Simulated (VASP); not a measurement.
A run of VASP 6.6.1 is set up as follows.

The input INCAR:

```
PREC = Accurate
ENCUT = 520
EDIFF = 1E-6
ISMEAR = 0
SIGMA = 0.05
LREAL = Auto
LASPH = True
NELM = 150
ALGO = Normal
ISIF = 2
LWAVE = False
LCHARG = False
ISPIN = 2
MAGMOM = 0.72 0.01 0.01 0.01 0.01 0.01 0.01 0 0.02 0.01 0.01 0.01 0.03 0.03 0.03 0
LORBIT = 11
LMAXMIX = 4
GGA = PS
NBANDS = 55
```

Contents of KPOINTS:

```
Automatic mesh
0
Gamma
  3 3 4
```

File POSCAR:

```
NbAl7N8
1.0
    6.2200009000      0.0000000000      0.0000000000
   -3.1100004000      5.3866788000      0.0000000000
    0.0000000000      0.0000000000      4.9800000000
Nb Al N
1 7 8
Direct
    0.3338417743      0.1666276143      0.9651237301
    0.3342406972      0.6668325378      0.0049829633
    0.8337097530      0.1663245265      0.0050034951
    0.8336936286      0.6668201850      0.0050110067
    0.1637037653      0.3368497293      0.4970635264
    0.1636873568      0.8262611323      0.4970751282
    0.6742438362      0.3368391606      0.4970901299
    0.6672381422      0.8333371740      0.5015561599
    0.3338759008      0.1666459026      0.4321118678
    0.3365163943      0.6679721355      0.3802378052
    0.8325784308      0.1640550719      0.3802522820
    0.8325734744      0.6679534474      0.3802579307
    0.1519303112      0.3486090891      0.8740846827
    0.1519190416      0.8027449092      0.8741002976
    0.6977341548      0.3485889324      0.8741258016
    0.6672264891      0.8333369640      0.8824691579
```

Potentials or basis: VASP PAW PBE potentials, release 64 (Nb_sv, Al, N).

The run is started by

```console
$ cat potpaw_PBE.64/Nb_sv/POTCAR potpaw_PBE.64/Al/POTCAR potpaw_PBE.64/N/POTCAR > POTCAR
$ mpirun -np 1 vasp_std > vasp.out
```

Question: Estimate the largest force.

Answer: 0.342 eV/Å.

Question: Predict the pressure.

Answer: 10.0 GPa.

Question: What does it give for the net moment?

Answer: 1.89 μB per cell.

Forces on the atoms (eV/Å):
```
Nb   0.000  0.001 -0.245
Al   0.137  0.079  0.131
Al   0.001 -0.160  0.131
Al  -0.139  0.079  0.130
Al   0.031 -0.019 -0.120
Al   0.001  0.037 -0.121
Al  -0.031 -0.019 -0.121
Al  -0.002  0.000 -0.005
N   -0.001  0.000 -0.073
N   -0.039 -0.023  0.050
N    0.000  0.045  0.049
N    0.039 -0.022  0.049
N    0.292 -0.168  0.062
N    0.000  0.336  0.062
N   -0.290 -0.168  0.062
N    0.000  0.000 -0.041
```

Caveat: the k points lie up to 0.39 Å⁻¹ apart; the PAW data sets were made with another functional, which shifts forces and pressure a little.
